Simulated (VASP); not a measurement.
Wanted: the native input for a VASP 6.6.1 run.

- Task: single point
- Functional: PBE
- Potentials or basis: VASP PAW PBE potentials, release 64 (Mg, O)
- Cutoff: 520 eV
- k mesh: 2 × 2 × 2
- Occupations: fermi-dirac, width 0.02 eV
- Spin: no spin polarisation
- Dipole correction: no
- Further INCAR settings: LREAL = Auto; ALGO = Normal; EDIFF = 1e-06; NBANDS = 47

The structure of Mg9O8 (a cell with a defect) lies in POSCAR:

```
Mg9O8
1.0
    0.0000000000      4.3550000000      4.3550000000
    4.3550000000      0.0000000000      4.3550000000
    4.3550000000      4.3550000000      0.0000000000
Mg O
9 8
Direct
   -0.0204646376      0.0642023837     -0.0220399975
    0.0005138502     -0.0000808187      0.4997068259
   -0.0219353074      0.4757846612     -0.0239957895
   -0.0213940044      0.4764704373      0.5680234471
    0.5022922542     -0.0004501124     -0.0017897923
    0.5022245752     -0.0002861218      0.4998157798
    0.5540279844      0.4814640094     -0.0180081310
    0.5024026538      0.4988053043      0.4992535362
    0.1106677735      0.6258722602      0.1305025884
    0.2600874875      0.2454457642      0.2475792782
    0.2677330015      0.2438291392      0.7440369352
    0.2560386174      0.7474521230      0.2457196797
    0.2573250921      0.7481313096      0.7489275226
    0.7446821598      0.2462377764      0.2620846829
    0.7448472901      0.2463150301      0.7465932773
    0.7318220508      0.7585306723      0.2553859259
    0.7444772590      0.7621473819      0.7464795311
```

These files were run (other wordings do the same):

INCAR

```
SYSTEM = Mg9O8
  PREC = Accurate
  ENCUT = 520
  EDIFF = 1E-6
  ISMEAR = -1
  SIGMA = 0.02
  LREAL = Auto
  LASPH = .True.
  NELM = 60
  ALGO = Normal
  ISIF = 2
  LWAVE = .False.
  LCHARG = .False.
  GGA = PE
  NBANDS = 47
```

KPOINTS

```
Automatic mesh
0
Gamma
  2 2 2
  0 0 0
```

Potentials or basis: VASP PAW PBE potentials, release 64 (Mg, O).

The run is started by

```sh
$ cat potpaw_PBE.64/Mg/POTCAR potpaw_PBE.64/O/POTCAR > POTCAR
$ mpirun -np 1 vasp_std > vasp.out
```

It gave:

| Quantity | Value |
| --- | --- |
| Pressure | 21.1 GPa |
| Largest force | 0.028 eV/Å |
| Band gap on the k mesh | zero (bands 33 and 34 overlap by 0.48 eV) |

Caveat: the k points lie up to 0.62 Å⁻¹ apart.

It took 4.4 min on 1 thread of Intel Xeon 8259CL, with other jobs on the host, peak memory 0.33 GiB.
